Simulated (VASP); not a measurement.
# PtS2 in VASP: notebook

Runs on PtS2. Level: PBE+D3(BJ). Tasks: single point.

All numbers are computed with VASP 6.6.1; they aren't measurements. Logs are shortened: lines on timing, memory, paths and dates and some standing lists are left out, and cuts for length are marked.

**1. The cell of the first run**

The cell holds a slab with vacuum, 3 atoms: a = 3.541 Å, b = 3.541 Å, c = 30.825 Å, α = 90.00°, β = 90.00°, γ = 120.00°.

**2. Single point, PBE+D3(BJ) (atoms taken out)**

INCAR reads:

```
PREC = Accurate ; ENCUT = 520
EDIFF = 1E-6 ; ISMEAR = 0
SIGMA = 0.02 ; LREAL = False
LASPH = True ; NELM = 60
ALGO = Normal ; ISIF = 2
LWAVE = False ; LCHARG = True
LDIPOL = True ; IDIPOL = 3
DIPOL = 0.5 0.5 0.500 ; GGA = PE
IVDW = 12 ; LELF = True
LVHAR = True ; LVACPOTAV = True
NBANDS = 18
```

KPOINTS reads:

```
Automatic mesh
0
Gamma
  9 9 1
```

POSCAR reads:

```
PtS2
1.0
    3.5414376595      0.0000000000      0.0000000000
   -1.7707188298      3.0669749791      0.0000000000
    0.0000000000      0.0000000000     30.8254864128
S Pt
2 1
Direct
    0.6666666667      0.3333333333      0.4597154276
    0.3333333333      0.6666666667      0.5402845724
    0.0000000000      0.0000000000      0.5000000000
```

Potentials or basis: VASP PAW PBE potentials, release 64 (S, Pt).

Command:

```sh
> cat potpaw_PBE.64/S/POTCAR potpaw_PBE.64/Pt/POTCAR > POTCAR
> mpirun -np 1 vasp_std > vasp.out
```

OUTCAR:

```text
PREC = Accurate
   ENCUT = 520
   EDIFF = 1E-6
   ISMEAR = 0
   LREAL = False
   LASPH = True
   NELM = 60
   ISIF = 2
   GGA = PE
   IVDW = 12
 IVDW          = 12

 ion  position               nearest neighbor table
   1  0.667  0.333  0.460-   3 2.39   3 2.39   3 2.39
   2  0.333  0.667  0.540-   3 2.39   3 2.39   3 2.39
   3  0.000  0.000  0.500-   1 2.39   2 2.39   1 2.39   2 2.39   1 2.39   2 2.39

  LATTYP: Found a hexagonal cell.
 ALAT       =     3.5414376595
 C/A-ratio  =     8.7042295747

  Lattice vectors:

 A1 = (   3.5414376595,   0.0000000000,   0.0000000000)
 A2 = (  -1.7707188298,   3.0669749791,   0.0000000000)
 A3 = (   0.0000000000,   0.0000000000,  30.8254864128)

Analysis of symmetry for initial positions (statically):
=====================================================================
 Subroutine PRICEL returns:
 Original cell was already a primitive cell.

 Routine SETGRP: Setting up the symmetry group for a
 hexagonal supercell.

 Subroutine GETGRP returns: Found 12 space group operations
 (whereof 12 operations were pure point group operations)
 out of a pool of 24 trial point group operations.

The static configuration has the point symmetry D_3d.

Analysis of symmetry for dynamics (positions and initial velocities):
=====================================================================
 Subroutine PRICEL returns:
 Original cell was already a primitive cell.

 Routine SETGRP: Setting up the symmetry group for a
 hexagonal supercell.

 Subroutine GETGRP returns: Found 12 space group operations
 (whereof 12 operations were pure point group operations)
 out of a pool of 24 trial point group operations.

The dynamic configuration has the point symmetry D_3d.

 Subroutine INISYM returns: Found 12 space group operations
 (whereof 12 operations are pure point group operations),
 and found     1 'primitive' translations

----------------------------------------------------------------------------------------

                                     Primitive cell

  volume of cell :     334.8110

  direct lattice vectors                    reciprocal lattice vectors
     3.541437660  0.000000000  0.000000000     0.282371200  0.163027088  0.000000000
    -1.770718830  3.066974979  0.000000000     0.000000000  0.326054176  0.000000000
     0.000000000  0.000000000 30.825486413     0.000000000  0.000000000  0.032440688

  length of vectors
     3.541437660  3.541437660 30.825486413     0.326054176  0.326054176  0.032440688

  position of ions in fractional coordinates (direct lattice)
     0.666666667  0.333333333  0.459715428
     0.333333333  0.666666667  0.540284572
     0.000000000  0.000000000  0.500000000

  ion indices of the primitive-cell ions
   primitive index   ion index
                 1           1
                 2           2
                 3           3

----------------------------------------------------------------------------------------

 KPOINTS: Automatic mesh

Automatic generation of k-mesh.
 Grid dimensions read from file:
 generate k-points for:    9    9    1

 Generating k-lattice:

  Cartesian coordinates                     Fractional coordinates (reciprocal lattice)
     0.031374578  0.018114121  0.000000000     0.111111111 -0.000000000  0.000000000
     0.000000000  0.036228242  0.000000000     0.000000000  0.111111111  0.000000000
     0.000000000  0.000000000  0.032440688     0.000000000  0.000000000  1.000000000

  Length of vectors
     0.036228242  0.036228242  0.032440688

  Shift w.r.t. Gamma in fractional coordinates (k-lattice)
     0.000000000  0.000000000  0.000000000

 Subroutine IBZKPT returns following result:
 ===========================================

 Found     12 irreducible k-points:

 Following reciprocal coordinates:
            Coordinates               Weight
  0.000000  0.000000  0.000000      1.000000
  0.111111 -0.000000  0.000000      6.000000
  0.222222 -0.000000  0.000000      6.000000
  0.333333 -0.000000  0.000000      6.000000
  0.444444 -0.000000  0.000000      6.000000
  0.111111  0.111111  0.000000      6.000000
  0.222222  0.111111  0.000000     12.000000
  0.333333  0.111111  0.000000     12.000000
  0.444444  0.111111  0.000000      6.000000
  0.222222  0.222222  0.000000      6.000000
  0.333333  0.222222  0.000000     12.000000
  0.333333  0.333333  0.000000      2.000000
   k-points           NKPTS =     12   k-points in BZ     NKDIM =     12   number of bands    NBANDS=     18
   number of dos      NEDOS =    301   number of ions     NIONS =      3
   total plane-waves  NPLWV = 188160
   dimension x,y,z NGX =    28 NGY =   28 NGZ =  240
   dimension x,y,z NGXF=    56 NGYF=   56 NGZF=  480
   ions per type =               2   1
   NGX,Y,Z   is equivalent  to a cutoff of  13.14, 13.14, 12.94 a.u.
   NGXF,Y,Z  is equivalent  to a cutoff of  26.29, 26.29, 25.89 a.u.
 SYSTEM =  unknown system
   PREC   = accura    normal or accurate (medium, high low for compatibility)
   ISTART =      0    job   : 0-new  1-cont  2-samecut
   ICHARG =      2    charge: 1-file 2-atom 10-const
   ISPIN  =      1    spin polarized calculation?
   LNONCOLLINEAR =      F non collinear calculations
   LSORBIT =      F    spin-orbit coupling
   LASPH  =      T    aspherical Exc in radial PAW
   ENCUT  =  520.0 eV  38.22 Ry    6.18 a.u.   6.58  6.58 57.31*2*pi/ulx,y,z
   NELM   =     60;   NELMIN=  2; NELMDL= -5     # of ELM steps
   EDIFF  = 0.1E-05   stopping-criterion for ELM
   LREAL  =      F    real-space projection
   EDIFFG = 0.1E-04   stopping-criterion for IOM
   NSW    =      0    number of steps for IOM
   IBRION =     -1    ionic relax: 0-MD 1-quasi-New 2-CG
   NFREE  =      0    steps in history (QN), initial steepest desc. (CG)
   ISIF   =      2    stress and relaxation
   ISYM   =      2    0-nonsym 1-usesym 2-fastsym
   POTIM  = 0.5000    time-step for ionic-motion
   TEBEG  =    0.0;   TEEND  =   0.0 temperature during run
   PSTRESS=    0.0 pullay stress
   NELECT =      22.0000    total number of electrons
   NUPDOWN=      -1.0000    fix difference up-down
   EMIN   =  10.00;   EMAX   =-10.00  energy-range for DOS
   EFERMI =   0.00;   METHOD = LEGACY
   ISMEAR =     0;   SIGMA  =   0.02  broadening in eV -4-tet -1-fermi 0-gaus
   EFERMI_NEDOS =   21; number of points for ismear=-14 and -15
   IALGO  =     38    algorithm
   IMIX   =      4    mixing-type and parameters
     AMIX     =   0.40;   BMIX     =  1.00
     AMIX_MAG =   1.60;   BMIX_MAG =  1.00
  volume/ion in A,a.u.               =     111.60       753.14
  Fermi-wavevector in a.u.,A,eV,Ry     =   0.660616  1.248383  5.937767  0.436414
  Thomas-Fermi vector in A             =   1.733119
   LORBIT       =      0    0 simple, 1 ext, 2 COOP (PROOUT), +10 PAW based schemes
   GGA     = PE    functional components
   LHFCALC =     F    Hartree Fock is set to
   AEXX    =    0.0000 exact exchange contribution
   IVDW    =    12    specifies the selected vdW correction
   LEPSILON=     F    determine dielectric tensor
   LRPA    =     F    only Hartree local field effects (RPA)
 non-spin polarized calculation
 Gauss-broadening in eV      SIGMA  =   0.02
  energy-cutoff  :      520.00
  volume of cell :      334.81
 maximum number of plane-waves:      9115
 NGX is ok and might be reduce to    28
   NGX = 13   NGY = 13   NGZ =115

 number of electron      21.9999998 magnetization

 dipolmoment           0.000000      0.000000     -0.000000 electrons x Angstroem

 Free energy of the ion-electron system (eV)
  ---------------------------------------------------
  ext. energy  EPLUGINS =         0.00000000
  ---------------------------------------------------
  free energy    TOTEN  =       -15.45282517 eV

  energy without entropy =      -15.45282517  energy(sigma->0) =      -15.45282517

 E-fermi :  -4.2064     XC(G=0):  -2.1863

 val. band max:       -4.3664487181   @ k =   0.1111  -0.0000   0.0000
 cond. band min:      -2.5268904091   @ k =   0.2222  -0.0000   0.0000
 fundamental gap:      1.8395583090
 Fermi energy:        -4.2064266033

 k-point     1 :       0.0000    0.0000    0.0000
  band No.  band energies     occupation
      1     -18.3695      2.00000
      2     -16.1685      2.00000
      3      -9.8725      2.00000
      4      -9.8725      2.00000
      5      -9.6012      2.00000
      6      -7.2101      2.00000
[... 10 lines left out ...]
     17       1.9558      0.00000
     18       2.2752      0.00000

 k-point     2 :       0.1111   -0.0000    0.0000
  band No.  band energies     occupation
      1     -18.2151      2.00000
      2     -16.2006      2.00000
      3      -9.8614      2.00000
      4      -9.7780      2.00000
      5      -9.4583      2.00000
      6      -7.4544      2.00000
[... 10 lines left out ...]
     17       2.3630      0.00000
     18       2.5825      0.00000

 k-point     3 :       0.2222   -0.0000    0.0000
  band No.  band energies     occupation
      1     -17.7876      2.00000
      2     -16.2825      2.00000
      3      -9.7877      2.00000
      4      -9.5540      2.00000
      5      -9.0899      2.00000
      6      -8.2150      2.00000
[... 10 lines left out ...]
     17       2.7748      0.00000
     18       3.0026      0.00000

 k-point     4 :       0.3333   -0.0000    0.0000
  band No.  band energies     occupation
      1     -17.2177      2.00000
      2     -16.3680      2.00000
      3      -9.9565      2.00000
      4      -9.3710      2.00000
      5      -9.0403      2.00000
      6      -8.3179      2.00000
[... 123 lines left out ...]
      4      -9.4796      2.00000
      5      -8.8429      2.00000
      6      -8.1639      2.00000
[... 10 lines left out ...]
     17       4.3508      0.00000
     18       4.4207      0.00000

 k-point    11 :       0.3333    0.2222    0.0000
  band No.  band energies     occupation
      1     -16.5796      2.00000
      2     -16.4299      2.00000
      3     -10.1217      2.00000
      4      -9.4719      2.00000
      5      -8.8304      2.00000
      6      -7.9285      2.00000
[... 10 lines left out ...]
     17       4.9528      0.00000
     18       5.4023      0.00000

 k-point    12 :       0.3333    0.3333    0.0000
  band No.  band energies     occupation
      1     -16.4446      2.00000
      2     -16.4446      2.00000
      3      -9.6962      2.00000
      4      -9.5008      2.00000
      5      -9.5008      2.00000
      6      -7.7951      2.00000
[... 10 lines left out ...]
     17       5.1242      0.00000
     18       5.2311      0.00000

------------------------ aborting loop because EDIFF is reached ----------------------------------------

 Edisp (eV)   -0.82763

 E8    (eV) :    -0.3564

  FORCE on cell =-STRESS in cart. coord.  units (eV):
  Direction    XX          YY          ZZ          XY          YZ          ZX
  --------------------------------------------------------------------------------------
  -------------------------------------------------------------------------------------
  Total      -0.17492    -0.17492    -0.11594     0.00000     0.00000     0.00000
  in kB      -0.83704    -0.83704    -0.55480     0.00000     0.00000     0.00000
  external pressure =       -0.74 kB  Pullay stress =        0.00 kB

 VOLUME and BASIS-vectors are now :
 -----------------------------------------------------------------------------
  energy-cutoff  :      520.00
  volume of cell :      334.81
      direct lattice vectors                 reciprocal lattice vectors
     3.541437660  0.000000000  0.000000000     0.282371200  0.163027088  0.000000000
    -1.770718830  3.066974979  0.000000000     0.000000000  0.326054176  0.000000000
     0.000000000  0.000000000 30.825486413     0.000000000  0.000000000  0.032440688

 POSITION                                       TOTAL-FORCE (eV/Angst)
 -----------------------------------------------------------------------------------
      1.77072      1.02232     14.17095        -0.000000      0.000000      0.038901
     -0.00000      2.04465     16.65453         0.000000      0.000000     -0.038901
      0.00000      0.00000     15.41274         0.000000     -0.000000      0.000000
 -----------------------------------------------------------------------------------
    total drift:                                0.000000     -0.000000      0.000000

  FREE ENERGIE OF THE ION-ELECTRON SYSTEM (eV)
  ---------------------------------------------------
  free  energy   TOTEN  =       -16.2804562938 eV

  energy  without entropy=      -16.2804562938  energy(sigma->0) =      -16.28045629

 vacuum level on the upper side and lower side of the slab         1.999         1.999
```

It took 4 min on 1 thread of Intel Xeon 8259CL, shared host; peak memory 0.48 GiB.

Results:

```yaml
Free_energy: -16.2805 eV
Largest_force: 0.039 eV/Å
Band_gap_on_the_k_mesh: 1.84 eV (least direct gap 1.92 eV)
Dispersion_energy_per_atom: -0.276 eV
```

Forces in eV/Å, atoms in the order of the input:
```
S    0.000  0.000  0.039
S    0.000  0.000 -0.039
Pt   0.000  0.000  0.000
```

Caveat: the cell differs from its parent crystal (atoms taken out); spin-orbit coupling is left out, which moves the levels of the heavy elements.

**3. Single point, PBE+D3(BJ) (atoms taken out)**

INCAR reads:

```
SYSTEM = PtS2
PREC     = Accurate       ! precision mode
ENCUT    = 520            ! plane-wave cutoff, eV
EDIFF    = 1E-6           ! SCF threshold, eV
ISMEAR   = 0              ! smearing method
SIGMA    = 0.02           ! smearing width, eV
LREAL    = .FALSE.        ! projectors in reciprocal space
LASPH    = .TRUE.         ! aspherical terms in the spheres
NELM     = 100            ! most SCF steps
ALGO     = Normal         ! electronic algorithm
ISIF     = 2              ! what is computed and relaxed
LWAVE    = .FALSE.        ! write WAVECAR
LCHARG   = .TRUE.         ! write CHGCAR
LDIPOL   = .TRUE.       
IDIPOL   = 3            
DIPOL    = 0.5 0.5 0.500
GGA      = PE             ! functional
IVDW     = 12             ! dispersion correction
LELF     = .TRUE.         ! ELF
LVHAR    = .TRUE.       
LVACPOTAV= .TRUE.       
NBANDS   = 18             ! bands
```

KPOINTS reads:

```
Automatic mesh
0
G
  9 9 1
  0 0 0
```

POSCAR reads:

```
PtS2
1.0
    3.5833083155      0.0000000000      0.0000000000
   -1.7916541578      3.1032360308      0.0000000000
    0.0000000000      0.0000000000     30.8254864128
S Pt
2 1
Direct
    0.6666666667      0.3333333333      0.4608644747
    0.3333333333      0.6666666667      0.5391355253
    0.0000000000      0.0000000000      0.5000000000
```

Potentials or basis: VASP PAW PBE potentials, release 64 (S, Pt).

Command:

```sh
> cat potpaw_PBE.64/S/POTCAR potpaw_PBE.64/Pt/POTCAR > POTCAR
> mpirun -np 1 vasp_std > vasp.out
```

It took 3.8 min on 1 thread of Intel Xeon 8259CL, shared host; peak memory 0.49 GiB.

The run converged. Its results:

```yaml
Free_energy: -16.2672 eV
Largest_force: 0.113 eV/Å
Band_gap_on_the_k_mesh: 1.82 eV (least direct gap 1.87 eV)
Dispersion_energy_per_atom: -0.271 eV
```

Forces in eV/Å, atoms in the order of the input:
```
S    0.000  0.000 -0.113
S    0.000  0.000  0.113
Pt   0.000  0.000  0.000
```

Levels at points of the mesh, in eV from the valence-band top:
```csv
k point,band 9,band 10,band 11,band 12,band 13,band 14
"(0.00, 0.00, 0.00)",-0.59,-0.27,-0.27,3.28,3.28,5.47
```

Caveat: the cell differs from its parent crystal (atoms taken out); spin-orbit coupling is left out, which moves the levels of the heavy elements.
